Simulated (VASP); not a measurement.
# SnSe2 (P-3m1) in VASP: a series of runs

Runs on SnSe2. Level: PBEsol. Tasks: single point.

Program: VASP 6.6.1. These are calculated values, not measurements. Logs are shortened: lines on timing, memory, paths and dates and some standing lists are left out, and cuts for length are marked.

### 1 The cell of the first run

It takes space group P-3m1 (No. 164, trigonal). Conventional cell: a = 3.825 Å, b = 3.825 Å, c = 6.227 Å, α = 90.00°, β = 90.00°, γ = 120.00°. Within 3.6 Å of Sn (site symmetry -3m) lie 6 Se at 2.71 Å. Within 3.6 Å of Se (site symmetry 3m) lie 3 Sn at 2.71 Å.

### 2 Single point, PBEsol

File INCAR:

```
PREC     = Accurate       # precision mode
ENCUT    = 500            # plane-wave cutoff, eV
EDIFF    = 1E-6           # SCF threshold, eV
ISMEAR   = 0              # smearing method
SIGMA    = 0.01           # smearing width, eV
LREAL    = False          # projectors in reciprocal space
LASPH    = True           # aspherical terms in the spheres
NELM     = 120            # most SCF steps
ALGO     = Normal         # electronic algorithm
ISIF     = 2              # what is computed and relaxed
LWAVE    = False          # write WAVECAR
LCHARG   = False          # write CHGCAR
GGA      = PS             # functional
NBANDS   = 20             # bands
GGA_COMPAT= False
```

File KPOINTS:

```
Automatic mesh
0
Gamma
  6 6 2
```

File POSCAR:

```
SnSe2
1.0
    3.8251638426      0.0000000000      0.0000000000
   -1.9125819213      3.3126890613      0.0000000000
    0.0000000000      0.0000000000      6.2270560849
Sn Se
1 2
Direct
    0.0000000000      0.0000000000      0.0000000000
    0.3333333333      0.6666666667      0.2530760455
    0.6666666667      0.3333333333      0.7469239545
```

Potentials or basis: VASP PAW PBE potentials, release 64 (Sn_d, Se).

Command:

```bash
$ cat potpaw_PBE.64/Sn_d/POTCAR potpaw_PBE.64/Se/POTCAR > POTCAR
$ mpirun -np 1 vasp_std > vasp.out
```

OUTCAR:

```text
PREC = Accurate
   ENCUT = 500
   EDIFF = 1E-6
   ISMEAR = 0
   LREAL = False
   LASPH = True
   NELM = 120
   ISIF = 2
   GGA = PS

 ion  position               nearest neighbor table
   1  0.000  0.000  0.000-   2 2.71   3 2.71   2 2.71   3 2.71   3 2.71   2 2.71
   2  0.333  0.667  0.253-   1 2.71   1 2.71   1 2.71
   3  0.667  0.333  0.747-   1 2.71   1 2.71   1 2.71

  LATTYP: Found a hexagonal cell.
 ALAT       =     3.8251638426
 C/A-ratio  =     1.6279187876

  Lattice vectors:

 A1 = (   3.8251638426,   0.0000000000,   0.0000000000)
 A2 = (  -1.9125819213,   3.3126890613,   0.0000000000)
 A3 = (   0.0000000000,   0.0000000000,   6.2270560849)

Analysis of symmetry for initial positions (statically):
=====================================================================
 Subroutine PRICEL returns:
 Original cell was already a primitive cell.

 Routine SETGRP: Setting up the symmetry group for a
 hexagonal supercell.

 Subroutine GETGRP returns: Found 12 space group operations
 (whereof 12 operations were pure point group operations)
 out of a pool of 24 trial point group operations.

The static configuration has the point symmetry D_3d.

Analysis of symmetry for dynamics (positions and initial velocities):
=====================================================================
 Subroutine PRICEL returns:
 Original cell was already a primitive cell.

 Routine SETGRP: Setting up the symmetry group for a
 hexagonal supercell.

 Subroutine GETGRP returns: Found 12 space group operations
 (whereof 12 operations were pure point group operations)
 out of a pool of 24 trial point group operations.

The dynamic configuration has the point symmetry D_3d.

 Subroutine INISYM returns: Found 12 space group operations
 (whereof 12 operations are pure point group operations),
 and found     1 'primitive' translations

----------------------------------------------------------------------------------------

                                     Primitive cell

  volume of cell :      78.9066

  direct lattice vectors                    reciprocal lattice vectors
     3.825163843  0.000000000  0.000000000     0.261426710  0.150934782  0.000000000
    -1.912581921  3.312689061  0.000000000     0.000000000  0.301869563  0.000000000
     0.000000000  0.000000000  6.227056085     0.000000000  0.000000000  0.160589528
[... 71 lines left out ...]
   LSORBIT =      F    spin-orbit coupling
   LASPH  =      T    aspherical Exc in radial PAW
   ENCUT  =  500.0 eV  36.75 Ry    6.06 a.u.   6.97  6.97 11.35*2*pi/ulx,y,z
   NELM   =    120;   NELMIN=  2; NELMDL= -5     # of ELM steps
   EDIFF  = 0.1E-05   stopping-criterion for ELM
   LREAL  =      F    real-space projection
   EDIFFG = 0.1E-04   stopping-criterion for IOM
   NSW    =      0    number of steps for IOM
   IBRION =     -1    ionic relax: 0-MD 1-quasi-New 2-CG
   NFREE  =      0    steps in history (QN), initial steepest desc. (CG)
   ISIF   =      2    stress and relaxation
   ISYM   =      2    0-nonsym 1-usesym 2-fastsym
   POTIM  = 0.5000    time-step for ionic-motion
   TEBEG  =    0.0;   TEEND  =   0.0 temperature during run
   PSTRESS=    0.0 pullay stress
   NELECT =      26.0000    total number of electrons
   NUPDOWN=      -1.0000    fix difference up-down
   EMIN   =  10.00;   EMAX   =-10.00  energy-range for DOS
   EFERMI =   0.00;   METHOD = LEGACY
   ISMEAR =     0;   SIGMA  =   0.01  broadening in eV -4-tet -1-fermi 0-gaus
   EFERMI_NEDOS =   21; number of points for ismear=-14 and -15
   IALGO  =     38    algorithm
   IMIX   =      4    mixing-type and parameters
     AMIX     =   0.40;   BMIX     =  1.00
     AMIX_MAG =   1.60;   BMIX_MAG =  1.00
  volume/ion in A,a.u.               =      26.30       177.50
  Fermi-wavevector in a.u.,A,eV,Ry     =   1.130737  2.136782 17.395936  1.278565
  Thomas-Fermi vector in A             =   2.267434
   LORBIT       =      0    0 simple, 1 ext, 2 COOP (PROOUT), +10 PAW based schemes
   GGA     = PS    functional components
   LHFCALC =     F    Hartree Fock is set to
   AEXX    =    0.0000 exact exchange contribution
   IVDW    =     0    specifies the selected vdW correction
   LEPSILON=     F    determine dielectric tensor
   LRPA    =     F    only Hartree local field effects (RPA)
 non-spin polarized calculation
 Gauss-broadening in eV      SIGMA  =   0.01
  energy-cutoff  :      500.00
  volume of cell :       78.91
 maximum number of plane-waves:      2020
 NGX is ok and might be reduce to    28
   NGX = 13   NGY = 13   NGZ = 23

 number of electron      26.0000000 magnetization

 Free energy of the ion-electron system (eV)
  ---------------------------------------------------
  ext. energy  EPLUGINS =         0.00000000
  ---------------------------------------------------
  free energy    TOTEN  =       -12.97682018 eV

  energy without entropy =      -12.97682018  energy(sigma->0) =      -12.97682018

 E-fermi :   3.8651     XC(G=0):  -9.5573

 val. band max:        3.7819365562   @ k =   0.1667   0.0000   0.0000
 cond. band min:       4.5051075063   @ k =   0.5000   0.0000   0.5000
 fundamental gap:      0.7231709500
 Fermi energy:         3.8650796748

 k-point     1 :       0.0000    0.0000    0.0000
  band No.  band energies     occupation
      1     -17.2955      2.00000
      2     -17.2955      2.00000
      3     -17.2601      2.00000
      4     -17.2468      2.00000
      5     -17.2468      2.00000
      6      -9.9747      2.00000
[... 311 lines left out ...]
     19      12.8749      0.00000
     20      12.8796      0.00000

------------------------ aborting loop because EDIFF is reached ----------------------------------------

  FORCE on cell =-STRESS in cart. coord.  units (eV):
  Direction    XX          YY          ZZ          XY          YZ          ZX
  --------------------------------------------------------------------------------------
  -------------------------------------------------------------------------------------
  Total        0.0374201      0.0374201      0.0918572     -0.0000000      0.0000000      0.0000000
  in kB        0.7598051      0.7598051      1.8651357     -0.0000000      0.0000000      0.0000000
  external PRESSURE =       1.1282486 kB  Pullay stress =       0.0000000 kB

 VOLUME and BASIS-vectors are now :
 -----------------------------------------------------------------------------
  energy-cutoff  :      500.00
  volume of cell :       78.91
      direct lattice vectors                 reciprocal lattice vectors
     3.825163843  0.000000000  0.000000000     0.261426710  0.150934782  0.000000000
    -1.912581921  3.312689061  0.000000000     0.000000000  0.301869563  0.000000000
     0.000000000  0.000000000  6.227056085     0.000000000  0.000000000  0.160589528

 POSITION                                       TOTAL-FORCE (eV/Angst)
 -----------------------------------------------------------------------------------
      0.00000      0.00000      0.00000         0.000000      0.000000      0.000000
     -0.00000      2.20846      1.57592        -0.000000      0.000000      0.093056
      1.91258      1.10423      4.65114         0.000000     -0.000000     -0.093056
 -----------------------------------------------------------------------------------
    total drift:                               -0.000000     -0.000000      0.000000

  FREE ENERGIE OF THE ION-ELECTRON SYSTEM (eV)
  ---------------------------------------------------
  free  energy   TOTEN  =       -12.9768201779 eV

  energy  without entropy=      -12.9768201779  energy(sigma->0) =      -12.97682018
```

OSZICAR:

```text
N       E                     dE             d eps       ncg     rms          rms(c)
DAV:   1     0.205563952729E+03    0.20556E+03   -0.11766E+04   572   0.143E+03
DAV:   2     0.117213229821E+02   -0.19384E+03   -0.18676E+03   576   0.397E+02
DAV:   3    -0.124026104357E+02   -0.24124E+02   -0.23704E+02   724   0.116E+02
DAV:   4    -0.132274276322E+02   -0.82482E+00   -0.82312E+00   668   0.226E+01
DAV:   5    -0.132466784618E+02   -0.19251E-01   -0.19249E-01   752   0.369E+00    0.492E+00
DAV:   6    -0.130049126964E+02    0.24177E+00   -0.46531E-01   844   0.748E+00    0.311E+00
DAV:   7    -0.129786888717E+02    0.26224E-01   -0.13971E-01   680   0.257E+00    0.897E-01
DAV:   8    -0.129767461087E+02    0.19428E-02   -0.11044E-02   720   0.992E-01    0.256E-01
DAV:   9    -0.129768053047E+02   -0.59196E-04   -0.11589E-03   628   0.253E-01    0.756E-02
DAV:  10    -0.129768067341E+02   -0.14294E-05   -0.91921E-05   720   0.619E-02    0.281E-02
DAV:  11    -0.129768200189E+02   -0.13285E-04   -0.21700E-05   644   0.258E-02    0.563E-03
DAV:  12    -0.129768201779E+02   -0.15894E-06   -0.11724E-06   504   0.820E-03
   1 F= -.12976820E+02 E0= -.12976820E+02  d E =-.447126E-33
```

stdout:

```text
POSCAR found type information on POSCAR SnSe
 POSCAR found :  2 types and       3 ions
 scaLAPACK will be used
 -----------------------------------------------------------------------------
|                                                                             |
|                                                                             |
|     You enforced a specific xc type in the INCAR file but a different       |
|     I HOPE YOU KNOW WHAT YOU ARE DOING!                                     |
|                                                                             |
 -----------------------------------------------------------------------------

 LDA part: xc-table for (Slater+PW92), standard interpolation
 POSCAR, INCAR and KPOINTS ok, starting setup
 FFT: planning ... GRIDC
 FFT: planning ... GRID_SOFT
 FFT: planning ... GRID
 WAVECAR not read
 entering main loop
```

It took 32 s on 1 thread of Intel Xeon 8259CL, shared host; peak memory 0.19 GiB.

Results:

| Item | Value |
| --- | --- |
| Free energy | -12.9768 eV |
| Pressure | 0.1 GPa |
| Largest force | 0.093 eV/Å |
| Band gap on the k mesh | 0.72 eV (least direct gap 1.03 eV) |

Forces in eV/Å, atoms in the order of the input:
```
Sn   0.000  0.000  0.000
Se   0.000  0.000  0.093
Se   0.000  0.000 -0.093
```

Levels at points of the mesh, in eV from the valence-band top:
```csv
k point,band 9,band 10,band 11,band 12,band 13,band 14,band 15,band 16,band 17,band 18
"(0.00, 0.00, 0.00)",-0.52,-0.52,-0.25,-0.25,-0.07,0.96,3.00,4.64,4.64,7.99
"(0.50, 0.00, 0.00)",-4.32,-2.87,-2.45,-1.24,-0.22,1.14,3.69,5.30,5.31,6.87
"(0.00, 0.00, 0.50)",-2.08,-0.62,-0.62,-0.09,-0.09,2.44,2.91,4.38,4.38,7.86
"(0.50, 0.00, 0.50)",-4.77,-2.27,-1.97,-0.80,-0.62,0.72,4.10,4.68,5.74,6.13
```

Caveat: the k points lie up to 0.50 Å⁻¹ apart; semilocal functionals underestimate gaps, and a narrow one can read as zero; the PAW data sets were made with another functional, which shifts forces and pressure a little; spin-orbit coupling is left out, which moves the levels of the heavy elements; this functional lacks dispersion, which binds layers or chains, so the pressure and a relaxed spacing across them are unreliable. A k mesh can miss the band edges.

### 3 Single point, PBEsol

File INCAR:

```
SYSTEM = SnSe2
PREC = Accurate
ENCUT = 500
EDIFF = 1E-6
ISMEAR = 0
SIGMA = 0.01
LREAL = .False.
LASPH = .True.
NELM = 120
ALGO = Normal
ISIF = 2
LWAVE = .False.
LCHARG = .True.
GGA = PS
LELF = .True.
LVHAR = .True.
NBANDS = 20
GGA_COMPAT = .False.
```

File KPOINTS:

```
regular mesh
0
Gamma
  6 6 2
  0 0 0
```

POSCAR is that of step 2.

Potentials or basis: VASP PAW PBE potentials, release 64 (Sn_d, Se).

Command:

```bash
$ cat potpaw_PBE.64/Sn_d/POTCAR potpaw_PBE.64/Se/POTCAR > POTCAR
$ mpirun -np 1 vasp_std > vasp.out
```

It took 35 s on 1 thread of Intel Xeon 8259CL, shared host; peak memory 0.19 GiB.

The run converged. Its results:

* Free energy: -12.9768 eV
* Pressure: 0.1 GPa
* Largest force: 0.093 eV/Å
* Band gap on the k mesh: 0.72 eV (least direct gap 1.03 eV)

Forces on the atoms (eV/Å):
```
Sn   0.000  0.000  0.000
Se   0.000  0.000  0.093
Se   0.000  0.000 -0.093
```

Stress tensor (GPa, compression positive):
```
0.08 0.00 0.00
0.00 0.08 0.00
0.00 0.00 0.19
```

Levels at points of the mesh, in eV from the valence-band top:
```
           k point  band 9  band 10  band 11  band 12  band 13  band 14  band 15  band 16  band 17  band 18
(0.00, 0.00, 0.00)   -0.52    -0.52    -0.25    -0.25    -0.07     0.96     3.00     4.64     4.64     7.99
(0.50, 0.00, 0.00)   -4.32    -2.87    -2.45    -1.24    -0.22     1.14     3.69     5.30     5.31     6.87
(0.00, 0.00, 0.50)   -2.08    -0.62    -0.62    -0.09    -0.09     2.44     2.91     4.38     4.38     7.86
(0.50, 0.00, 0.50)   -4.77    -2.27    -1.97    -0.80    -0.62     0.72     4.10     4.68     5.74     6.13
```

Caveat: the k points lie up to 0.50 Å⁻¹ apart; semilocal functionals underestimate gaps, and a narrow one can read as zero; the PAW data sets were made with another functional, which shifts forces and pressure a little; spin-orbit coupling is left out, which moves the levels of the heavy elements; this functional lacks dispersion, which binds layers or chains, so the pressure and a relaxed spacing across them are unreliable.
